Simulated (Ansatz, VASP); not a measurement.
## Pd: VASP beside Ansatz

```
Pd
1.0
     0.00000    1.90600    1.94490
     1.90600    0.00000    1.94490
     1.90600    1.90600    0.00000
Pd
1
Direct
  0.00000 0.00000 0.00000
```

Change from the starting cell: equal xx and yy strain of -2 %.

Alike in both runs: task single point; functional PBEsol; k mesh 18 × 18 × 18; occupations fermi-dirac, width 0.05 eV; no spin polarisation.

|  | VASP | Ansatz |
| --- | --- | --- |
| version | VASP 6.6.1 | Ansatz 0.2.0 |
| potentials or method | VASP PAW PBE potentials, release 64 (Pd), cutoff 520 eV | all-electron LAPW, scalar-relativistic |

|  | VASP | Ansatz | Ansatz less VASP |
| --- | --- | --- | --- |
| pressure (GPa) | 6.1 | 6.5 | +0.35 |
| traceless stress, the component that is largest in VASP (GPa) | -1.05 | -1.06 | -0.011 |

VASP's potentials were made for PBE, not for PBEsol. Ansatz ran all-electron here, and VASP with PAW potentials.
